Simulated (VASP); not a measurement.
# Na2Li2ZrP2 (I4/mmm) in VASP: a series of runs

Runs on Na2Li2ZrP2. Level: PBE. Tasks: relaxation of cell and atoms, single point.

Everything below comes from runs of VASP 6.6.1. Logs are shortened: lines on timing, memory, paths and dates and some standing lists are left out, and cuts for length are marked.

## (1) The cell of the first run

It takes space group I4/mmm (No. 139, tetragonal). The conventional cell has a = 3.721 Å, b = 3.721 Å, c = 14.677 Å, α = 90.00°, β = 90.00°, γ = 90.00°. Within 3.2 Å of Na (site symmetry 4mm) lie 4 Li at 2.40 Å and 5 P at 2.87 to 3.14 Å and 4 Zr at 3.04 Å and 1 Na at 3.04 Å. Within 2.5 Å of Li (site symmetry mmm) lie 2 Zr at 1.86 Å and 4 Na at 2.40 Å. Zr (site symmetry 4/mmm) has 4 Li at 1.86 Å within 2.5 Å. Within 3.5 Å of P (site symmetry 4mm) lie 1 Zr at 2.68 Å and 5 Na at 2.87 to 3.14 Å and 4 Li at 3.26 Å and 4 P at 3.30 Å.

The cell was generated, and may not be a known phase.

## (2) Relaxation of cell and atoms, PBE

Input file INCAR:

```
SYSTEM = Na2Li2ZrP2
ALGO = Normal ; EDIFF = 1E-7
EDIFFG = -0.08 ; ENCUT = 600
GGA = PE ; IBRION = 2
ISIF = 3 ; ISMEAR = 0
LASPH = .True. ; LCHARG = .False.
LREAL = .False. ; LWAVE = .False.
NELM = 80 ; NSW = 36
PREC = Accurate ; SIGMA = 0.2
```

Input file KPOINTS:

```
k-points
0
Gamma
  6 6 6
  0 0 0
```

Input file POSCAR:

```
Na2Li2ZrP2
1.0
   -1.8606124200      1.8606124200      7.3384387700
    1.8606124200     -1.8606124200      7.3384387700
    1.8606124200      1.8606124200     -7.3384387700
Na Li Zr P
2 2 1 2
Direct
    0.3963530100      0.3963530100      0.0000000000
    0.6036469900      0.6036469900      0.0000000000
    0.0000000000      0.5000000000      0.5000000000
    0.5000000000      0.0000000000      0.5000000000
    0.0000000000      0.0000000000      0.0000000000
    0.1823770000      0.1823770000      0.0000000000
    0.8176230000      0.8176230000      0.0000000000
```

Potentials or basis: VASP PAW PBE potentials, release 64 (Na_pv, Li_sv, Zr_sv, P).

Command:

```bash
> cat potpaw_PBE.64/Na_pv/POTCAR potpaw_PBE.64/Li_sv/POTCAR potpaw_PBE.64/Zr_sv/POTCAR potpaw_PBE.64/P/POTCAR > POTCAR
> mpirun -np 1 vasp_std > vasp.out
```

OUTCAR:

```text
SYSTEM = Na2Li2ZrP2
   EDIFF = 1E-7
   EDIFFG = -0.08
   ENCUT = 600
   GGA = PE
   IBRION = 2
   ISIF = 3
   ISMEAR = 0
   LASPH = .True.
   LREAL = .False.
   NELM = 80
   NSW = 36
   PREC = Accurate

 ion  position               nearest neighbor table
   1  0.396  0.396  0.000-   3 2.40   4 2.40   3 2.40   4 2.40   7 2.87   7 2.87   7 2.87   7 2.87
                             5 3.04   5 3.04   5 3.04   5 3.04
   2  0.604  0.604  0.000-   3 2.40   4 2.40   4 2.40   3 2.40   6 2.87   6 2.87   6 2.87   6 2.87
                             5 3.04   5 3.04   5 3.04   5 3.04
   3  0.000  0.500  0.500-   5 1.86   5 1.86   2 2.40   2 2.40   1 2.40   1 2.40
   4  0.500  0.000  0.500-   5 1.86   5 1.86   2 2.40   2 2.40   1 2.40   1 2.40
   5  0.000  0.000  0.000-   3 1.86   4 1.86   3 1.86   4 1.86   6 2.68   7 2.68   2 3.04   2 3.04
                             1 3.04   2 3.04   1 3.04   1 3.04   2 3.04   1 3.04
   6  0.182  0.182  0.000-   5 2.68   2 2.87   2 2.87   2 2.87   2 2.87
   7  0.818  0.818  0.000-   5 2.68   1 2.87   1 2.87   1 2.87   1 2.87

  LATTYP: Found a body centered tetragonal cell.
 ALAT       =     3.7212248400
 C/A-ratio  =     3.9440985619

  Lattice vectors:

 A1 = (  -1.8606124200,   1.8606124200,   7.3384387700)
 A2 = (   1.8606124200,  -1.8606124200,   7.3384387700)
 A3 = (   1.8606124200,   1.8606124200,  -7.3384387700)

Analysis of symmetry for initial positions (statically):
=====================================================================
 Subroutine PRICEL returns:
 Original cell was already a primitive cell.

 Routine SETGRP: Setting up the symmetry group for a
 body centered tetragonal supercell.

 Subroutine GETGRP returns: Found 16 space group operations
 (whereof 16 operations were pure point group operations)
 out of a pool of 16 trial point group operations.

The static configuration has the point symmetry D_4h.

Analysis of symmetry for dynamics (positions and initial velocities):
=====================================================================
 Subroutine PRICEL returns:
 Original cell was already a primitive cell.

 Routine SETGRP: Setting up the symmetry group for a
 body centered tetragonal supercell.

 Subroutine GETGRP returns: Found 16 space group operations
 (whereof 16 operations were pure point group operations)
 out of a pool of 16 trial point group operations.

The dynamic configuration has the point symmetry D_4h.

 Subroutine INISYM returns: Found 16 space group operations
 (whereof 16 operations are pure point group operations),
 and found     1 'primitive' translations

----------------------------------------------------------------------------------------

                                     Primitive cell

  volume of cell :     101.6191

  direct lattice vectors                    reciprocal lattice vectors
    -1.860612420  1.860612420  7.338438770     0.000000000  0.268728723  0.068134383
     1.860612420 -1.860612420  7.338438770     0.268728723  0.000000000  0.068134383
     1.860612420  1.860612420 -7.338438770     0.268728723  0.268728723  0.000000000

  length of vectors
     7.795924624  7.795924624  7.795924624     0.277231710  0.277231710  0.380039805

  position of ions in fractional coordinates (direct lattice)
     0.396353010  0.396353010  0.000000000
     0.603646990  0.603646990  0.000000000
     0.000000000  0.500000000  0.500000000
     0.500000000  0.000000000  0.500000000
     0.000000000  0.000000000  0.000000000
     0.182377000  0.182377000  0.000000000
     0.817623000  0.817623000  0.000000000

  ion indices of the primitive-cell ions
   primitive index   ion index
                 1           1
                 2           2
                 3           3
                 4           4
                 5           5
                 6           6
                 7           7

----------------------------------------------------------------------------------------

 KPOINTS: k-points

Automatic generation of k-mesh.
 Grid dimensions read from file:
 generate k-points for:    6    6    6

 Generating k-lattice:

  Cartesian coordinates                     Fractional coordinates (reciprocal lattice)
     0.000000000  0.044788121  0.011355731     0.166666667  0.000000000 -0.000000000
     0.044788121  0.000000000  0.011355731     0.000000000  0.166666667 -0.000000000
     0.044788121  0.044788121  0.000000000     0.000000000  0.000000000  0.166666667

  Length of vectors
     0.046205285  0.046205285  0.063339967

  Shift w.r.t. Gamma in fractional coordinates (k-lattice)
     0.000000000  0.000000000  0.000000000

 Subroutine IBZKPT returns following result:
 ===========================================

 Found     30 irreducible k-points:

 Following reciprocal coordinates:
            Coordinates               Weight
  0.000000  0.000000  0.000000      1.000000
  0.166667  0.000000 -0.000000      8.000000
  0.333333  0.000000  0.000000      8.000000
  0.500000  0.000000 -0.000000      4.000000
  0.166667  0.166667  0.000000      8.000000
  0.333333  0.166667  0.000000     16.000000
[... 16 lines left out ...]
 -0.333333 -0.333333  0.166667      8.000000
 -0.166667 -0.333333  0.166667      8.000000
 [... further k-points ...]
   k-points           NKPTS =     30   k-points in BZ     NKDIM =     30   number of bands    NBANDS=     25
   number of dos      NEDOS =    301   number of ions     NIONS =      7
   total plane-waves  NPLWV = 262144
   dimension x,y,z NGX =    64 NGY =   64 NGZ =   64
   dimension x,y,z NGXF=   128 NGYF=  128 NGZF=  128
   ions per type =               2   2   1   2
   NGX,Y,Z   is equivalent  to a cutoff of  13.65, 13.65, 13.65 a.u.
   NGXF,Y,Z  is equivalent  to a cutoff of  27.30, 27.30, 27.30 a.u.
 SYSTEM =  Na2Li2ZrP2
   PREC   = accura    normal or accurate (medium, high low for compatibility)
   ISTART =      0    job   : 0-new  1-cont  2-samecut
   ICHARG =      2    charge: 1-file 2-atom 10-const
   ISPIN  =      1    spin polarized calculation?
   LNONCOLLINEAR =      F non collinear calculations
   LSORBIT =      F    spin-orbit coupling
   LASPH  =      T    aspherical Exc in radial PAW
   ENCUT  =  600.0 eV  44.10 Ry    6.64 a.u.  15.57 15.57 15.57*2*pi/ulx,y,z
   NELM   =     80;   NELMIN=  2; NELMDL= -5     # of ELM steps
   EDIFF  = 0.1E-06   stopping-criterion for ELM
   LREAL  =      F    real-space projection
   EDIFFG = -.8E-01   stopping-criterion for IOM
   NSW    =     36    number of steps for IOM
   IBRION =      2    ionic relax: 0-MD 1-quasi-New 2-CG
   NFREE  =      1    steps in history (QN), initial steepest desc. (CG)
   ISIF   =      3    stress and relaxation
   ISYM   =      2    0-nonsym 1-usesym 2-fastsym
   POTIM  = 0.5000    time-step for ionic-motion
   TEBEG  =    0.0;   TEEND  =   0.0 temperature during run
   PSTRESS=    0.0 pullay stress
   NELECT =      42.0000    total number of electrons
   NUPDOWN=      -1.0000    fix difference up-down
   EMIN   =  10.00;   EMAX   =-10.00  energy-range for DOS
   EFERMI =   0.00;   METHOD = LEGACY
   ISMEAR =     0;   SIGMA  =   0.20  broadening in eV -4-tet -1-fermi 0-gaus
   EFERMI_NEDOS =   21; number of points for ismear=-14 and -15
   IALGO  =     38    algorithm
   IMIX   =      4    mixing-type and parameters
     AMIX     =   0.40;   BMIX     =  1.00
     AMIX_MAG =   1.60;   BMIX_MAG =  1.00
  volume/ion in A,a.u.               =      14.52        97.97
  Fermi-wavevector in a.u.,A,eV,Ry     =   1.219456  2.304437 20.232852  1.487073
  Thomas-Fermi vector in A             =   2.354707
   LORBIT       =      0    0 simple, 1 ext, 2 COOP (PROOUT), +10 PAW based schemes
   GGA     = PE    functional components
   LHFCALC =     F    Hartree Fock is set to
   AEXX    =    0.0000 exact exchange contribution
   IVDW    =     0    specifies the selected vdW correction
   LEPSILON=     F    determine dielectric tensor
   LRPA    =     F    only Hartree local field effects (RPA)
 conjugate gradient relaxation of ions
 non-spin polarized calculation
 Gauss-broadening in eV      SIGMA  =   0.20
  energy-cutoff  :      600.00
  volume of cell :      101.62
 maximum number of plane-waves:      3438
 NGX is ok and might be reduce to    64
   NGX = 31   NGY = 31   NGZ = 31

--------------------------------------- Ionic step        1  -------------------------------------------

 number of electron      42.0000000 magnetization

 Free energy of the ion-electron system (eV)
  ---------------------------------------------------
  ext. energy  EPLUGINS =         0.00000000
  ---------------------------------------------------
  free energy    TOTEN  =       -12.15574539 eV

  energy without entropy =      -12.04944926  energy(sigma->0) =      -12.10259732

 E-fermi :   5.7919     XC(G=0): -10.1813

 val. band max:        5.7792299443   @ k =   0.1667   0.1667   0.0000
 cond. band min:       5.8198455946   @ k =  -0.3333   0.5000   0.3333
 fundamental gap:      0.0406156503
 Fermi energy:         5.7919384953

 k-point     1 :       0.0000    0.0000    0.0000
  band No.  band energies     occupation
      1     -44.3047      2.00000
      2     -43.1500      2.00000
      3     -41.5863      2.00000
      4     -21.5743      2.00000
      5     -21.5743      2.00000
      6     -20.6630      2.00000
[... 1460 lines left out ...]
  FREE ENERGIE OF THE ION-ELECTRON SYSTEM (eV)
  ---------------------------------------------------
  free  energy   TOTEN  =       -21.4808043739 eV

  energy  without entropy=      -21.3322069468  energy(sigma->0) =      -21.40650566

[... ionic steps 4 to 16 ...]

--------------------------------------- Ionic step       17  -------------------------------------------

 number of electron      41.9999991 magnetization

------------------------ aborting loop because EDIFF is reached ----------------------------------------

  FORCE on cell =-STRESS in cart. coord.  units (eV):
  Direction    XX          YY          ZZ          XY          YZ          ZX
  --------------------------------------------------------------------------------------
  -------------------------------------------------------------------------------------
  Total        0.5363804      0.5363804      1.7230863      0.0000000     -0.0000000      0.0000000
  in kB        4.2979289      4.2979289     13.8068092      0.0000000     -0.0000000      0.0000000
  external PRESSURE =       7.4675556 kB  Pullay stress =       0.0000000 kB
[... 67 lines left out ...]
  energy  without entropy=      -22.5588193189  energy(sigma->0) =      -22.61957968

--------------------------------------- Ionic step       19  -------------------------------------------

 number of electron      41.9999992 magnetization

 Free energy of the ion-electron system (eV)
  ---------------------------------------------------
  ext. energy  EPLUGINS =         0.00000000
  ---------------------------------------------------
  free energy    TOTEN  =       -22.70080303 eV

  energy without entropy =      -22.57757094  energy(sigma->0) =      -22.63918698

 E-fermi :   0.9021     XC(G=0):  -7.3138

 val. band max:        0.8967147698   @ k =   0.3333   0.3333   0.1667
 cond. band min:       0.9046798233   @ k =   0.1667   0.1667   0.0000
 fundamental gap:      0.0079650535
 Fermi energy:         0.9020804531

 k-point     1 :       0.0000    0.0000    0.0000
  band No.  band energies     occupation
      1     -47.6416      2.00000
      2     -46.2526      2.00000
      3     -46.2457      2.00000
      4     -25.9751      2.00000
      5     -25.9751      2.00000
      6     -25.4253      2.00000
[... 697 lines left out ...]
  FREE ENERGIE OF THE ION-ELECTRON SYSTEM (eV)
  ---------------------------------------------------
  free  energy   TOTEN  =       -22.7008030275 eV

  energy  without entropy=      -22.5775709372  energy(sigma->0) =      -22.63918698

 reached required accuracy - stopping structural energy minimisation
```

It took 64 min on 1 thread of Intel Xeon Platinum 8488C (Sapphire Rapids), shared host; peak memory 0.72 GiB.

What came out:

```
Free energy                           : -22.7008 eV
Relaxed volume                        : 29.28 Å³/atom
Relaxed cell                          : a = 8.552 Å, b = 8.552 Å, c = 8.552 Å, α = 144.98°, β = 144.98°, γ = 50.36°
Space group after relaxing (to 0.1 Å) : I4/mmm (No. 139)
Energy gained by relaxing             : 1506.4 meV/atom
Ionic steps                           : 19
Pressure after relaxing               : 0.0 GPa
Largest force after relaxing          : 0.062 eV/Å
Band gap on the k mesh                : zero (bands 21 and 22 overlap by 0.22 eV)
```

Forces on the atoms (eV/Å):
```
Na   0.000  0.000 -0.016
Na   0.000  0.000  0.016
Li   0.000  0.000  0.000
Li   0.000  0.000  0.000
Zr   0.000  0.000  0.000
P    0.000  0.000  0.062
P    0.000  0.000 -0.062
```

The path:
```csv
step,energy change (eV),largest force (eV/Å),pressure (GPa),volume (Å³)
1,0.0000,3.3981,29.44,101.62
2,-7.6974,1.9828,4.96,144.44
3,-9.3251,2.1716,-0.71,174.62
4,-9.3829,2.2386,-3.58,242.95
5,-9.6850,2.2484,-2.91,208.65
6,-9.6841,2.2412,-2.72,202.87
7,-9.9247,1.0815,2.47,192.69
8,-10.1152,0.6997,0.04,196.50
9,-10.1158,0.6267,0.14,196.31
10,-10.2057,0.3384,0.19,196.56
11,-10.3378,0.5311,0.68,197.02
12,-10.3884,0.4471,-0.33,199.84
13,-10.3886,0.4471,-0.38,199.98
14,-10.4129,0.4160,-0.32,199.66
15,-10.4685,0.3232,-0.13,198.65
16,-10.4988,0.1447,0.36,196.46
17,-10.5239,0.5216,0.75,199.95
18,-10.5246,0.4498,0.69,199.47
19,-10.5451,0.0615,-0.04,204.97
```

Final structure:
```yaml
crystal:
  lattice:
    - [-2.57309, 2.57309, 7.73946]
    - [2.57309, -2.57309, 7.73946]
    - [2.57309, 2.57309, -7.73946]
  atoms:
    - { symbol: Na, position: [0.33900, 0.33900, 0.00000] }
    - { symbol: Na, position: [0.66100, 0.66100, 0.00000] }
    - { symbol: Li, position: [0.00000, 0.50000, 0.50000] }
    - { symbol: Li, position: [0.50000, 0.00000, 0.50000] }
    - { symbol: Zr, position: [0.00000, 0.00000, 0.00000] }
    - { symbol: P, position: [0.15210, 0.15210, 0.00000] }
    - { symbol: P, position: [0.84791, 0.84791, 0.00000] }
```

Caveat: the cutoff is under 1.25 times the usual one of these potentials, so pressure, stress and relaxed cells hold a basis-set (Pulay) error; the volume moved by over 15 % at a fixed basis, so the end points are rough; the relaxation stopped at a loose force limit of 0.08 eV/Å, so its end isn't a converged minimum.

(Part 1 of 2 ends here.)

The gap in the log of VASP goes by the Fermi energy; the results here count the filled bands.